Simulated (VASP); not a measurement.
# AlN (Imm2) in VASP: notebook, part 2 of 2

VASP 6.6.1. Earlier steps stand in the parts before.

## 3. Single point, PBE (strain +0.0350 x Voigt [0, 0, 0, 0, 0, 1])

The input, INCAR:

```
SYSTEM = AlN
ALGO = Normal ; EDIFF = 1E-7
ENCUT = 520 ; GGA = PE
ISIF = 2 ; ISMEAR = 0
LASPH = .True. ; LCHARG = .False.
LREAL = .False. ; LWAVE = .False.
NBANDS = 11 ; NELM = 80
PREC = Accurate ; SIGMA = 0.05
```

The input, KPOINTS:

```
k-points
0
Gamma
  10 10 10
  0 0 0
```

The input, POSCAR:

```
AlN
1.0
    0.0385277743      2.2015871044      2.2015871044
    2.2015871044      0.0385277743      2.2015871044
    2.2401148787      2.2401148787      0.0000000000
Al N
1 1
Direct
    0.0000000000      0.0000000000      0.0000000000
    0.7500000000      0.7500000000      0.7500000000
```

Potentials or basis: VASP PAW PBE potentials, release 64 (Al, N).

Started as:

```console
$ cat potpaw_PBE.64/Al/POTCAR potpaw_PBE.64/N/POTCAR > POTCAR
$ mpirun -np 1 vasp_std > vasp.out
```

OUTCAR:

```text
SYSTEM = AlN
   EDIFF = 1E-7
   ENCUT = 520
   GGA = PE
   ISIF = 2
   ISMEAR = 0
   LASPH = .True.
   LREAL = .False.
   NELM = 80
   PREC = Accurate

 ion  position               nearest neighbor table
   1  0.000  0.000  0.000-   2 1.88   2 1.88   2 1.93   2 1.93
   2  0.750  0.750  0.750-   1 1.88   1 1.88   1 1.93   1 1.93

  LATTYP: Found a body centered orthorhombic cell.
 ALAT       =     3.0590278408
 B/A-ratio  =     1.0356234096
 C/A-ratio  =     1.4394031169

  Lattice vectors:

 A1 = (   2.2015871044,   0.0385277743,  -2.2015871044)
 A2 = (  -2.2015871044,  -0.0385277743,  -2.2015871044)
 A3 = (   0.0385277743,   2.2015871044,   2.2015871044)

Analysis of symmetry for initial positions (statically):
=====================================================================
 Subroutine PRICEL returns:
 Original cell was already a primitive cell.

 Routine SETGRP: Setting up the symmetry group for a
 body centered orthorhombic supercell.

 Subroutine GETGRP returns: Found  4 space group operations
 (whereof  4 operations were pure point group operations)
 out of a pool of  8 trial point group operations.

The static configuration has the point symmetry C_2v.

Analysis of symmetry for dynamics (positions and initial velocities):
=====================================================================
 Subroutine PRICEL returns:
 Original cell was already a primitive cell.

 Routine SETGRP: Setting up the symmetry group for a
 body centered orthorhombic supercell.

 Subroutine GETGRP returns: Found  4 space group operations
 (whereof  4 operations were pure point group operations)
 out of a pool of  8 trial point group operations.

The dynamic configuration has the point symmetry C_2v.

 Subroutine INISYM returns: Found  4 space group operations
 (whereof  4 operations are pure point group operations),
 and found     1 'primitive' translations

----------------------------------------------------------------------------------------

                                     Primitive cell

  volume of cell :      21.3356

  direct lattice vectors                    reciprocal lattice vectors
     0.038527774  2.201587104  2.201587104    -0.231154085  0.231154085  0.227108888
     2.201587104  0.038527774  2.201587104     0.231154085 -0.231154085  0.227108888
     2.240114879  2.240114879  0.000000000     0.223202839  0.223202839 -0.227108888

  length of vectors
     3.113752711  3.113752711  3.168000843     0.398048828  0.398048828  0.388866894

  position of ions in fractional coordinates (direct lattice)
     0.000000000  0.000000000  0.000000000
     0.750000000  0.750000000  0.750000000

  ion indices of the primitive-cell ions
   primitive index   ion index
                 1           1
                 2           2

----------------------------------------------------------------------------------------

 KPOINTS: k-points

Automatic generation of k-mesh.
 Grid dimensions read from file:
 generate k-points for:   10   10   10

 Generating k-lattice:

  Cartesian coordinates                     Fractional coordinates (reciprocal lattice)
    -0.023115408  0.023115408  0.022710889     0.100000000 -0.000000000  0.000000000
     0.023115408 -0.023115408  0.022710889    -0.000000000  0.100000000  0.000000000
     0.022320284  0.022320284 -0.022710889     0.000000000  0.000000000  0.100000000

  Length of vectors
     0.039804883  0.039804883  0.038886689

  Shift w.r.t. Gamma in fractional coordinates (k-lattice)
     0.000000000  0.000000000  0.000000000

 Subroutine IBZKPT returns following result:
 ===========================================

 Found    171 irreducible k-points:

 Following reciprocal coordinates:
            Coordinates               Weight
  0.000000  0.000000  0.000000      1.000000
  0.100000  0.000000  0.000000      4.000000
  0.200000  0.000000  0.000000      4.000000
  0.300000  0.000000  0.000000      4.000000
  0.400000  0.000000  0.000000      4.000000
  0.500000  0.000000  0.000000      2.000000
[... 16 lines left out ...]
  0.300000  0.300000  0.000000      2.000000
  0.400000  0.300000  0.000000      4.000000
 [... further k-points ...]
   k-points           NKPTS =    171   k-points in BZ     NKDIM =    171   number of bands    NBANDS=     11
   number of dos      NEDOS =    301   number of ions     NIONS =      2
   total plane-waves  NPLWV =  13824
   dimension x,y,z NGX =    24 NGY =   24 NGZ =   24
   dimension x,y,z NGXF=    48 NGYF=   48 NGZF=   48
   ions per type =               1   1
   NGX,Y,Z   is equivalent  to a cutoff of  12.81, 12.81, 12.59 a.u.
   NGXF,Y,Z  is equivalent  to a cutoff of  25.63, 25.63, 25.19 a.u.
 SYSTEM =  AlN
   PREC   = accura    normal or accurate (medium, high low for compatibility)
   ISTART =      0    job   : 0-new  1-cont  2-samecut
   ICHARG =      2    charge: 1-file 2-atom 10-const
   ISPIN  =      1    spin polarized calculation?
   LNONCOLLINEAR =      F non collinear calculations
   LSORBIT =      F    spin-orbit coupling
   LASPH  =      T    aspherical Exc in radial PAW
   ENCUT  =  520.0 eV  38.22 Ry    6.18 a.u.   5.79  5.79  5.89*2*pi/ulx,y,z
   NELM   =     80;   NELMIN=  2; NELMDL= -5     # of ELM steps
   EDIFF  = 0.1E-06   stopping-criterion for ELM
   LREAL  =      F    real-space projection
   EDIFFG = 0.1E-05   stopping-criterion for IOM
   NSW    =      0    number of steps for IOM
   IBRION =     -1    ionic relax: 0-MD 1-quasi-New 2-CG
   NFREE  =      0    steps in history (QN), initial steepest desc. (CG)
   ISIF   =      2    stress and relaxation
   ISYM   =      2    0-nonsym 1-usesym 2-fastsym
   POTIM  = 0.5000    time-step for ionic-motion
   TEBEG  =    0.0;   TEEND  =   0.0 temperature during run
   PSTRESS=    0.0 pullay stress
   NELECT =       8.0000    total number of electrons
   NUPDOWN=      -1.0000    fix difference up-down
   EMIN   =  10.00;   EMAX   =-10.00  energy-range for DOS
   EFERMI =   0.00;   METHOD = LEGACY
   ISMEAR =     0;   SIGMA  =   0.05  broadening in eV -4-tet -1-fermi 0-gaus
   EFERMI_NEDOS =   21; number of points for ismear=-14 and -15
   IALGO  =     38    algorithm
   IMIX   =      4    mixing-type and parameters
     AMIX     =   0.40;   BMIX     =  1.00
     AMIX_MAG =   1.60;   BMIX_MAG =  1.00
  volume/ion in A,a.u.               =      10.67        71.99
  Fermi-wavevector in a.u.,A,eV,Ry     =   1.180511  2.230842 18.961157  1.393606
  Thomas-Fermi vector in A             =   2.316802
   LORBIT       =      0    0 simple, 1 ext, 2 COOP (PROOUT), +10 PAW based schemes
   GGA     = PE    functional components
   LHFCALC =     F    Hartree Fock is set to
   AEXX    =    0.0000 exact exchange contribution
   IVDW    =     0    specifies the selected vdW correction
   LEPSILON=     F    determine dielectric tensor
   LRPA    =     F    only Hartree local field effects (RPA)
 non-spin polarized calculation
 Gauss-broadening in eV      SIGMA  =   0.05
  energy-cutoff  :      520.00
  volume of cell :       21.34
 maximum number of plane-waves:       585
   NGX = 11   NGY = 11   NGZ = 11

 number of electron       8.0000001 magnetization

 Free energy of the ion-electron system (eV)
  ---------------------------------------------------
  ext. energy  EPLUGINS =         0.00000000
  ---------------------------------------------------
  free energy    TOTEN  =       -14.82992106 eV

  energy without entropy =      -14.82992106  energy(sigma->0) =      -14.82992106

 E-fermi :   6.1043     XC(G=0): -10.8301

 val. band max:        5.8414947114   @ k =   0.0000   0.0000   0.0000
 cond. band min:       9.0279430936   @ k =   0.5000   0.5000   0.0000
 fundamental gap:      3.1864483822
 Fermi energy:         6.1042652627

 k-point     1 :       0.0000    0.0000    0.0000
  band No.  band energies     occupation
      1      -9.0980      2.00000
      2       5.6609      2.00000
      3       5.7414      2.00000
      4       5.8415      2.00000
      5       9.7099      0.00000
      6      17.6281      0.00000
      7      18.1092      0.00000
      8      18.5367      0.00000
      9      23.2340      0.00000
     10      23.2687      0.00000
     11      24.4030      0.00000
[... 309 lines left out ...]
 k-point    24 :       0.4000    0.3000    0.0000
  band No.  band energies     occupation
      1      -7.1518      2.00000
      2       1.6671      2.00000
      3       4.1838      2.00000
      4       4.2187      2.00000
      5      10.5569      0.00000
      6      15.1960      0.00000
      7      17.7432      0.00000
      8      19.8963      0.00000
      9      20.7237      0.00000
     10      26.7456      0.00000
     11      28.9991      0.00000

 [... further k-points ...]
[... 5 lines left out ...]
  --------------------------------------------------------------------------------------
  -------------------------------------------------------------------------------------
  Total        0.0117878      0.0117878     -0.0120828     -1.0007970      0.0000000      0.0000000
  in kB        0.8851936      0.8851936     -0.9073481    -75.1539779      0.0000000      0.0000000
  external PRESSURE =       0.2876797 kB  Pullay stress =       0.0000000 kB

 VOLUME and BASIS-vectors are now :
 -----------------------------------------------------------------------------
  energy-cutoff  :      520.00
  volume of cell :       21.34
      direct lattice vectors                 reciprocal lattice vectors
     0.038527774  2.201587104  2.201587104    -0.231154085  0.231154085  0.227108888
     2.201587104  0.038527774  2.201587104     0.231154085 -0.231154085  0.227108888
     2.240114879  2.240114879  0.000000000     0.223202839  0.223202839 -0.227108888

 POSITION                                       TOTAL-FORCE (eV/Angst)
 -----------------------------------------------------------------------------------
      0.00000      0.00000      0.00000        -0.000000     -0.000000     -0.281568
      3.36017      3.36017      3.30238         0.000000      0.000000      0.281568
 -----------------------------------------------------------------------------------
    total drift:                               -0.000000     -0.000000      0.000399

  FREE ENERGIE OF THE ION-ELECTRON SYSTEM (eV)
  ---------------------------------------------------
  free  energy   TOTEN  =       -14.8299210596 eV

  energy  without entropy=      -14.8299210596  energy(sigma->0) =      -14.82992106
```

stdout:

```text
POSCAR found type information on POSCAR AlN
 POSCAR found :  2 types and       2 ions
 scaLAPACK will be used
 LDA part: xc-table for (Slater+PW92), standard interpolation
 POSCAR, INCAR and KPOINTS ok, starting setup
 FFT: planning ... GRIDC
 FFT: planning ... GRID_SOFT
 FFT: planning ... GRID
 WAVECAR not read
 entering main loop
```

Run time: 20 s. Hardware: 1 thread of Intel Xeon Platinum 8375C at 2.90GHz (Ice Lake), shared host; peak memory 0.16 GiB.

What came out:

```
Free energy            : -14.8299 eV
Pressure               : 0.0 GPa
Largest force          : 0.282 eV/Å
Band gap on the k mesh : 3.19 eV, indirect (least direct gap 3.87 eV)
```

Forces on the atoms (eV/Å):
```
Al   0.000  0.000 -0.282
N    0.000  0.000  0.282
```

Levels at points of the mesh, in eV from the valence-band top:
```
           k point  band 2  band 3  band 4  band 5  band 6  band 7
(0.00, 0.00, 0.00)   -0.18   -0.10    0.00    3.87   11.79   12.27
(0.50, 0.00, 0.00)   -5.79   -0.65   -0.61    6.91    9.58   10.55
(0.50, 0.50, 0.00)   -4.93   -2.05   -1.63    3.19    8.42   13.54
(0.00, 0.00, 0.50)   -5.90   -0.53   -0.47    7.21    9.58   10.94
(0.50, 0.00, 0.50)   -4.92   -1.84   -1.84    3.21    8.38   13.48
```

Caveat: the cell differs from its parent crystal (strain +0.0350 x Voigt [0, 0, 0, 0, 0, 1]).
